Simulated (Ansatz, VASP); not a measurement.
Hf2Si5: VASP beside Ansatz

File INCAR:

```
  PREC = Accurate
  ENCUT = 400
  EDIFF = 1E-6
  ISMEAR = 0
  SIGMA = 0.1
  LREAL = False
  LASPH = True
  NELM = 120
  ALGO = Normal
  ISIF = 2
  LWAVE = False
  LCHARG = False
  LDIPOL = True
  IDIPOL = 3
  DIPOL = 0.5 0.5 0.500
  GGA = PE
  NBANDS = 53
  GGA_COMPAT = False
  NELMDL = -8
```

Contents of KPOINTS:

```
Automatic mesh
0
Gamma
  10 10 1
```

Contents of POSCAR:

```
Hf2Si5
1.0
    3.6597919922      0.0000000000      0.0000000000
    0.0000000000      3.6825349252      0.0000000000
    0.0000000000      0.0000000000     29.6002249648
Si Hf
10 4
Direct
    0.2500000000      0.5000000000      0.2533764527
    0.7500000000      0.0000000000      0.2536543188
    0.2500000000      0.0000000000      0.3499994561
    0.7500000000      0.0000000000      0.4035159296
    0.2500000000      0.0000000000      0.4998610670
    0.7500000000      0.5000000000      0.5001389330
    0.2500000000      0.5000000000      0.5964840704
    0.7500000000      0.5000000000      0.6500005439
    0.2500000000      0.5000000000      0.7463456812
    0.7500000000      0.0000000000      0.7466235473
    0.7500000000      0.5000000000      0.3247677956
    0.2500000000      0.5000000000      0.4287475902
    0.7500000000      0.0000000000      0.5712524098
    0.2500000000      0.0000000000      0.6752322044
```

Input for Ansatz:

```yaml
crystal:
  lattice:
    - [3.6597919922, 0.0, 0.0]
    - [0.0, 3.6825349252, 0.0]
    - [0.0, 0.0, 29.6002249648]
  atoms:
    - { symbol: Si, position: [0.25, 0.5, 0.2533764527] }
    - { symbol: Si, position: [0.75, 0.0, 0.2536543188] }
    - { symbol: Hf, position: [0.75, 0.5, 0.3247677956] }
    - { symbol: Si, position: [0.25, 0.0, 0.3499994561] }
    - { symbol: Si, position: [0.75, 0.0, 0.4035159296] }
    - { symbol: Hf, position: [0.25, 0.5, 0.4287475902] }
    - { symbol: Si, position: [0.25, 0.0, 0.499861067] }
    - { symbol: Si, position: [0.75, 0.5, 0.500138933] }
    - { symbol: Hf, position: [0.75, 0.0, 0.5712524098] }
    - { symbol: Si, position: [0.25, 0.5, 0.5964840704] }
    - { symbol: Si, position: [0.75, 0.5, 0.6500005439] }
    - { symbol: Hf, position: [0.25, 0.0, 0.6752322044] }
    - { symbol: Si, position: [0.25, 0.5, 0.7463456812] }
    - { symbol: Si, position: [0.75, 0.0, 0.7466235473] }
basis:
  ecutwfc: 420
kpoints:
  mp_grid: { grid: [10, 10, 1] }
hamiltonian:
  xc: pbe
scf:
  occupations: { method: gaussian, width: 0.1 }
output:
  forces: true
  stress: true
  eigenvalues: true
  write_density: true
  write_potential: true
  elf: true
  volumetric_format: npy
efield:
  axis: 3
  dipole_correction: true
  ramp_width: 0.04
```

Alike in both runs: task single point; functional PBE; k mesh 10 × 10 × 1; occupations gaussian, width 0.1 eV; no spin polarisation.

|  | VASP | Ansatz |
| --- | --- | --- |
| version | VASP 6.6.1 | Ansatz 0.2.0 |
| potentials or method | VASP PAW PBE potentials, release 64 (Si, Hf_pv), cutoff 400 eV | scalar-relativistic, plane waves, PAW |
| valence electrons in the cell | 80 | 144 |

Ansatz gave:

```
gap on the k mesh at the Fermi level (eV) : none
rms of the force components (eV/Å)        : 0.226
```

Which values does VASP return?

gap on the k mesh at the Fermi level (eV): none; rms of the force components (eV/Å): 0.222.

A gap of «none» marks a metal or a gap that the smearing closes. VASP's potentials hold 80 valence electrons a cell and Ansatz's 144, so a difference there can come from the potentials and not from the codes. Ansatz's warnings: xc potential rough in thin density.

Neither program's run includes spin-orbit coupling.
